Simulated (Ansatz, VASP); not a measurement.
**One calculation of Re, two programs**

The input POSCAR:

```
Re
1.0
    4.3646887072      0.0000000000      0.0000000000
   -2.1823443536      3.7799313000      0.0000000000
    0.0000000000      0.0000000000      2.6755541775
Re
3
Direct
    0.0000000000      0.0000000000      0.0000000000
    0.3333333333      0.6666666667      0.5000000000
    0.6666666667      0.3333333333      0.5000000000
```

INCAR.step1

```
SYSTEM = Re
PREC = Accurate
ENCUT = 600
ISMEAR = -1
SIGMA = 0.1
LREAL = .FALSE.
LASPH = .TRUE.
NELM = 100
GGA = PE
ALGO = Normal
EDIFF = 1E-4
LWAVE = .TRUE.
LCHARG = .FALSE.
```

The input INCAR.step2:

```
SYSTEM = Re
PREC = Accurate
ENCUT = 600
EDIFF = 1E-7
ISMEAR = -1
SIGMA = 0.1
LREAL = .FALSE.
LASPH = .TRUE.
NELM = 100
ALGO = Normal
ISIF = 3
LWAVE = .FALSE.
LCHARG = .FALSE.
METAGGA = R2SCAN
LMIXTAU = .TRUE.
IBRION = 2
NSW = 80
EDIFFG = -0.01
ISTART = 1
```

Contents of KPOINTS:

```
regular mesh
0
G
  8 8 12
  0 0 0
```

Input for Ansatz:

```yaml
crystal:
  lattice:
    - [4.3646887072, 0.0, 0.0]
    - [-2.1823443536, 3.7799313, 0.0]
    - [0.0, 0.0, 2.6755541775]
  atoms:
    - { symbol: Re, position: [0.0, 0.0, 0.0] }
    - { symbol: Re, position: [0.3333333333, 0.6666666667, 0.5] }
    - { symbol: Re, position: [0.6666666667, 0.3333333333, 0.5] }
hamiltonian:
  xc: r2scan
  pseudopotentials:
    kind: paw
    azcp:
      Re: "pseudopotentials/Re.paw.azcp"
basis:
  ecutwfc: 500
  fft_grid_basis: typed
kpoints:
  mp_grid: { grid: [8, 8, 12], shift: [0, 0, 0] }
magnetization:
  spin_polarized: false
scf:
  occupations: { method: fermi_dirac, width: 0.1 }
relax:
  max_steps: 60
  f_tol: 0.01
  cell: {}
```

Alike in both runs: task relaxation of cell and atoms; functional r2SCAN; k mesh 8 × 8 × 12; occupations fermi-dirac, width 0.1 eV; no spin polarisation.

|  | VASP | Ansatz |
| --- | --- | --- |
| version | VASP 6.6.1 | Ansatz 0.2.0 |
| potentials or method | VASP PAW PBE potentials, release 64 (Re), cutoff 600 eV | plane waves (500 eV) with PAW, scalar-relativistic |
| valence electrons in the cell | 21 | 45 |

VASP gave:

* relaxed volume (Å³/atom): 14.93
* relaxed length of the cell vector where the two differ most in proportion (Å): 2.729

Task: Estimate Ansatz's values.

Result: Relaxed volume (Å³/atom): 14.93; relaxed length of the cell vector where the two differ most in proportion (Å): 2.727.

VASP's potentials were made for PBE, not for r2SCAN. VASP's potentials hold 21 valence electrons a cell and Ansatz's 45, so a difference there can come from the potentials and not from the codes.

Neither program's run includes spin-orbit coupling.
